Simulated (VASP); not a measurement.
# GaSb (I-4m2) in VASP: notebook, part 2 of 2

VASP 6.6.1.

## (5) Single point, PBE

This run uses another cell than the first one, of 24.59 Å³/atom.

INCAR reads:

```
  PREC = Accurate
  ENCUT = 520
  EDIFF = 1E-6
  ISMEAR = 0
  SIGMA = 0.15
  LREAL = False
  LASPH = True
  NELM = 80
  ALGO = Fast
  ISIF = 2
  LWAVE = False
  LCHARG = False
  GGA = PE
  NBANDS = 16
```

KPOINTS reads:

```
Automatic mesh
0
Gamma
  16 16 16
```

POSCAR reads:

```
GaSb
1.0
   -2.7657340133      2.7657340133      1.6074500000
    2.7657340133     -2.7657340133      1.6074500000
    2.7657340133      2.7657340133     -1.6074500000
Ga Sb
1 1
Direct
    0.2500000000      0.7500000000      0.5000000000
    0.0000000000      0.0000000000      0.0000000000
```

Potentials or basis: VASP PAW PBE potentials, release 64 (Ga_d, Sb).

Command:

```bash
cat potpaw_PBE.64/Ga_d/POTCAR potpaw_PBE.64/Sb/POTCAR > POTCAR
mpirun -np 1 vasp_std > vasp.out
```

OUTCAR:

```text
PREC = Accurate
   ENCUT = 520
   EDIFF = 1E-6
   ISMEAR = 0
   LREAL = False
   LASPH = True
   NELM = 80
   ISIF = 2
   GGA = PE

 ion  position               nearest neighbor table
   1  0.250  0.750  0.500-   2 2.88   2 2.88   2 2.88   2 2.88
   2  0.000  0.000  0.000-   1 2.88   1 2.88   1 2.88   1 2.88

  LATTYP: Found a body centered tetragonal cell.
 ALAT       =     5.5314680266
 C/A-ratio  =     0.5812019494

  Lattice vectors:

 A1 = (  -2.7657340133,   2.7657340133,   1.6074500000)
 A2 = (   2.7657340133,  -2.7657340133,   1.6074500000)
 A3 = (   2.7657340133,   2.7657340133,  -1.6074500000)

Analysis of symmetry for initial positions (statically):
=====================================================================
 Subroutine PRICEL returns:
 Original cell was already a primitive cell.

 Routine SETGRP: Setting up the symmetry group for a
 body centered tetragonal supercell.

 Subroutine GETGRP returns: Found  8 space group operations
 (whereof  8 operations were pure point group operations)
 out of a pool of 16 trial point group operations.

The static configuration has the point symmetry D_2d.

[... 161 lines left out ...]
 E-fermi :   6.3414     XC(G=0): -10.1465

 val. band max:        6.3373288284   @ k =  -0.2500   0.4375   0.2500
 cond. band min:       6.3418617027   @ k =  -0.2500   0.4375   0.0625
 fundamental gap:      0.0045328743
 Fermi energy:         6.3413804424

 k-point     1 :       0.0000    0.0000    0.0000
  band No.  band energies     occupation
      1      -8.5879      2.00000
      2      -8.5065      2.00000
      3      -8.4992      2.00000
      4      -8.4848      2.00000
      5      -8.4848      2.00000
      6      -5.4498      2.00000
[... 433 lines left out ...]
      3      -8.4988      2.00000
      4      -8.4849      2.00000
      5      -8.4844      2.00000
      6      -5.4160      2.00000
[... 8 lines left out ...]
     15      15.8860      0.00000
     16      16.9647      0.00000

 [... further k-points ...]

------------------------ aborting loop because EDIFF is reached ----------------------------------------

  FORCE on cell =-STRESS in cart. coord.  units (eV):
  Direction    XX          YY          ZZ          XY          YZ          ZX
  --------------------------------------------------------------------------------------
  -------------------------------------------------------------------------------------
  Total       -0.1580238     -0.1580238     -0.3896652      0.0000000     -0.0000000      0.0000000
  in kB       -5.1477171     -5.1477171    -12.6935749      0.0000000     -0.0000000      0.0000000
  external PRESSURE =      -7.6630031 kB  Pullay stress =       0.0000000 kB

 VOLUME and BASIS-vectors are now :
 -----------------------------------------------------------------------------
  energy-cutoff  :      520.00
  volume of cell :       49.18
      direct lattice vectors                 reciprocal lattice vectors
    -2.765734013  2.765734013  1.607450000     0.000000000  0.180783834  0.311051666
     2.765734013 -2.765734013  1.607450000     0.180783834  0.000000000  0.311051666
     2.765734013  2.765734013 -1.607450000     0.180783834  0.180783834  0.000000000

 POSITION                                       TOTAL-FORCE (eV/Angst)
 -----------------------------------------------------------------------------------
      2.76573     -0.00000      0.80373        -0.000000     -0.000000     -0.000000
      0.00000      0.00000      0.00000         0.000000      0.000000      0.000000
 -----------------------------------------------------------------------------------
    total drift:                                0.000000     -0.000000      0.000000

  FREE ENERGIE OF THE ION-ELECTRON SYSTEM (eV)
  ---------------------------------------------------
  free  energy   TOTEN  =        -6.9910472437 eV

  energy  without entropy=       -6.9819967884  energy(sigma->0) =       -6.98652202
```

OSZICAR:

```text
N       E                     dE             d eps       ncg     rms          rms(c)
DAV:   1     0.832016915017E+02    0.83202E+02   -0.82423E+03 11168   0.145E+03
DAV:   2    -0.827495910488E+00   -0.84029E+02   -0.81100E+02 13240   0.319E+02
DAV:   3    -0.690384900447E+01   -0.60764E+01   -0.60514E+01 13368   0.635E+01
DAV:   4    -0.700837627151E+01   -0.10453E+00   -0.10451E+00 13776   0.924E+00
DAV:   5    -0.701076401869E+01   -0.23877E-02   -0.23877E-02 14232   0.126E+00    0.235E+00
RMM:   6    -0.699370644230E+01    0.17058E-01   -0.31820E-02 16698   0.194E+00    0.138E+00
RMM:   7    -0.699099279493E+01    0.27136E-02   -0.14320E-02 16623   0.965E-01    0.222E-01
RMM:   8    -0.699099928436E+01   -0.64894E-05   -0.26066E-03 17226   0.503E-01    0.680E-02
RMM:   9    -0.699103984279E+01   -0.40558E-04   -0.35401E-04 18821   0.171E-01    0.125E-02
RMM:  10    -0.699104686650E+01   -0.70237E-05   -0.65933E-05 17311   0.740E-02    0.120E-02
RMM:  11    -0.699104705612E+01   -0.18962E-06   -0.15554E-05 17796   0.370E-02    0.273E-03
RMM:  12    -0.699104724365E+01   -0.18753E-06   -0.42262E-06 12951   0.194E-02
   1 F= -.69910472E+01 E0= -.69865220E+01  d E =-.905046E-02
```

stdout:

```text
POSCAR found type information on POSCAR GaSb
 POSCAR found :  2 types and       2 ions
 scaLAPACK will be used
 LDA part: xc-table for (Slater+PW92), standard interpolation
 POSCAR, INCAR and KPOINTS ok, starting setup
 FFT: planning ... GRIDC
 FFT: planning ... GRID_SOFT
 FFT: planning ... GRID
 WAVECAR not read
 entering main loop
```

It took 3.9 min on 1 thread of Oxide Virtual Turin-like, shared host; peak memory 0.38 GiB.

What came out:

```yaml
Free_energy: -6.9910 eV
Pressure: -0.8 GPa
Band_gap_on_the_k_mesh: zero (bands 9 and 10 overlap by 4.69 eV)
```

Stress tensor (GPa, compression positive):
```
-0.51  0.00  0.00
 0.00 -0.51  0.00
 0.00  0.00 -1.27
```

Caveat: spin-orbit coupling is left out, which moves the levels of the heavy elements.

## (6) Summary

```tsv
cell	gap on the mesh (eV)	pressure (GPa)
a = 4.345 Å, angles 96.4, 96.4, 140.9°, 2 atoms	none	0.5
a = 4.189 Å, angles 99.0, 99.0, 133.3°, 2 atoms	none	-0.3
a = 4.270 Å, angles 97.6, 97.6, 137.3°, 2 atoms	none	-0.8
a = 4.229 Å, angles 98.3, 98.3, 135.3°, 2 atoms	none	-0.8
```

Alike in all rows: task single point; level PBE; potentials or basis VASP PAW PBE potentials, release 64 (Ga_d, Sb); no spin polarisation; k mesh 16 × 16 × 16; cutoff (eV) 520; smearing gaussian 0.15 eV.

Caveats: spin-orbit coupling is left out, which moves the levels of the heavy elements; the stress differs along the axes, from -2 to 6 GPa (at least some runs).

Absolute energies hang on the potentials; compare differences alone.

The gap in the log of VASP goes by the Fermi energy; the results here count the filled bands.